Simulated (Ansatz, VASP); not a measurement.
# InAs: VASP beside Ansatz

INCAR

```
PREC = Accurate
ENCUT = 500
EDIFF = 1E-6
ISMEAR = 0
SIGMA = 0.1
LREAL = F
LASPH = T
NELM = 120
ALGO = Normal
ISIF = 2
LWAVE = F
LCHARG = F
GGA = PE
NBANDS = 16
GGA_COMPAT = F
```

Contents of KPOINTS:

```
regular mesh
0
Gamma
  6 6 6
```

POSCAR

```
InAs
1.0
    0.0000000000      3.0535616600      3.0535616600
    3.0535616600      0.0000000000      3.0535616600
    3.0535616600      3.0535616600      0.0000000000
In As
1 1
Direct
    0.0000000000      0.0000000000      0.0000000000
    0.2500000000      0.2500000000      0.2500000000
```

Input for Ansatz:

```yaml
crystal:
  lattice:
    - [0.0, 3.05356166, 3.05356166]
    - [3.05356166, 0.0, 3.05356166]
    - [3.05356166, 3.05356166, 0.0]
  atoms:
    - { symbol: In, position: [0.0, 0.0, 0.0] }
    - { symbol: As, position: [0.25, 0.25, 0.25] }
basis:
  ecutwfc: 420
kpoints:
  mp_grid: { grid: [6, 6, 6] }
hamiltonian:
  xc: pbe
  pseudopotentials: { kind: paw }
scf:
  occupations: { method: gaussian, width: 0.1 }
output:
  forces: true
  stress: true
  eigenvalues: true
```

Alike in both runs: task single point; functional PBE; k mesh 6 × 6 × 6; occupations gaussian, width 0.1 eV; no spin polarisation.

|  | VASP | Ansatz |
| --- | --- | --- |
| version | VASP 6.6.1 | Ansatz 0.2.0 |
| potentials or method | VASP PAW PBE potentials, release 64 (In_d, As), cutoff 500 eV | scalar-relativistic, plane waves, PAW |
| valence electrons in the cell | 18 | 28 |

```csv
,VASP,Ansatz,Ansatz less VASP
gap on the k mesh at the Fermi level (eV),none,none,-
pressure (GPa),2.2,2.1,-0.06
```

A gap of «none» marks a metal or a gap that the smearing closes. With one functional, cell and mesh, what is left measures potentials, basis and numerics. VASP's potentials hold 18 valence electrons a cell and Ansatz's 28, so a difference there can come from the potentials and not from the codes.
